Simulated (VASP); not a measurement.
CsLiCr2Te2S3, 9 atoms in the cell. The structure is monoclinic, space group Cm (No. 8). Conventional cell: a = 6.889 Å, b = 10.430 Å, c = 8.031 Å, α = 90.00°, β = 111.21°, γ = 90.00°. Within 4.7 Å of Cs (site symmetry m) lie 6 S at 3.60 to 4.58 Å and 2 Li at 4.03 to 4.47 Å and 6 Te at 4.18 to 4.38 Å and 6 Cr at 4.66 to 4.70 Å. Within 3.2 Å of Li (site symmetry m) lie 3 S at 2.44 to 2.58 Å and 2 Te at 3.04 Å and 2 Cr at 3.12 Å. Cr (site symmetry 1) has 3 S at 2.22 to 2.27 Å and 1 Te at 2.53 Å within 2.9 Å. Within 3.3 Å of Te (site symmetry 1) lie 1 Cr at 2.53 Å and 1 Li at 3.04 Å and 1 Te at 3.22 Å. Within 3.0 Å of S (site symmetry 1) lie 2 Cr at 2.26 to 2.27 Å and 1 Li at 2.58 Å. S (site symmetry m) has 2 Cr at 2.22 Å and 1 Li at 2.44 Å within 2.9 Å.  This cell differs from its parent crystal: volume scaled by 1.02.

| Quantity | Value |
| --- | --- |
| Program | VASP 6.6.1 |
| Task | single point |
| Functional | PBE |
| Potentials or basis | VASP PAW PBE potentials, release 64 (Cs_sv, Li_sv, Cr_pv, Te, S) |
| Cutoff | 520 eV |
| k mesh | 4 × 4 × 3 |
| Occupations | fermi-dirac, width 0.05 eV |
| Spin | collinear spin, ferromagnetic start |
| Starting moments | [0.0, 0.0, 3.0, 3.0, 0.0, 0.0, 0.0, 0.0, 0.0] μB |
| Dipole correction | no |
| Further INCAR settings | ALGO = Normal; EDIFF = 1e-07; NBANDS = 47 |

Potentials or basis: VASP PAW PBE potentials, release 64 (Cs_sv, Li_sv, Cr_pv, Te, S).

The run is started by

```sh
$ cat potpaw_PBE.64/Cs_sv/POTCAR potpaw_PBE.64/Li_sv/POTCAR potpaw_PBE.64/Cr_pv/POTCAR potpaw_PBE.64/Te/POTCAR potpaw_PBE.64/S/POTCAR > POTCAR
$ mpirun -np 1 vasp_std > vasp.out
```

Hardware: 1 thread of Intel(R) Xeon(R) 6975P-C (Granite Rapids) (shared host).

Task: Estimate the wall time of this run.

Result: Wall time 4.8 min on 1 thread of Intel(R) Xeon(R) 6975P-C (Granite Rapids), on a shared host, peak memory 0.69 GiB. Counts: scf iterations 21, k points 17.
